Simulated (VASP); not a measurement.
Here is a VASP 6.6.1 calculation.

File POSCAR:

```
GeCN2
1.0
    1.7937903697      1.0356453528      4.9219572124
   -1.7937903697      1.0356453528      4.9219572124
    0.0000000000     -2.0712907056      4.9219572124
Ge N C
1 2 1
Direct
    0.0000000000      0.0000000000      0.0000000000
    0.5839044000      0.5839044000      0.5839044000
    0.4160956000      0.4160956000      0.4160956000
    0.5000000000      0.5000000000      0.5000000000
```

File INCAR.step1:

```
PREC = Accurate
ENCUT = 520
EDIFF = 1E-5
ISMEAR = -1
SIGMA = 0.05
LREAL = F
LASPH = T
NELM = 100
ALGO = Normal
ISIF = 2
LWAVE = T
LCHARG = F
NBANDS = 22
GGA = PE
KPAR = 4
```

INCAR.step2

```
PREC = Accurate
ENCUT = 520
EDIFF = 1E-6
ISMEAR = -1
SIGMA = 0.05
LREAL = F
LASPH = T
NELM = 100
ALGO = Normal
ISIF = 2
LWAVE = F
LCHARG = F
GGA = PE
LHFCALC = T
AEXX = 0.5
PRECFOCK = Normal
NBANDS = 22
ISTART = 1
KPAR = 4
```

Contents of KPOINTS:

```
regular mesh
0
Gamma
  5 5 5
```

Potentials or basis: VASP PAW PBE potentials, release 64 (Ge_d, N, C).

The run is started by

```bash
$ cat potpaw_PBE.64/Ge_d/POTCAR potpaw_PBE.64/N/POTCAR potpaw_PBE.64/C/POTCAR > POTCAR
$ cp INCAR.step1 INCAR
$ mpirun -np 4 vasp_std > vasp.out
$ cp INCAR.step2 INCAR
$ mpirun -np 4 vasp_std > vasp.out
```

Q: Predict the band gap on the k mesh.

A: 4.23 eV, indirect (least direct gap 5.21 eV).

Q: Estimate the pressure.

A: -6.2 GPa.

Q: Predict the largest force.

A: 1.661 eV/Å.

Forces on the atoms (eV/Å):
```
Ge   0.000  0.000  0.000
N    0.000  0.000 -1.661
N    0.000  0.000  1.661
C    0.000  0.000  0.000
```

Caveat: the PAW data sets were made with another functional, which shifts forces and pressure a little. A k mesh can miss the band edges.
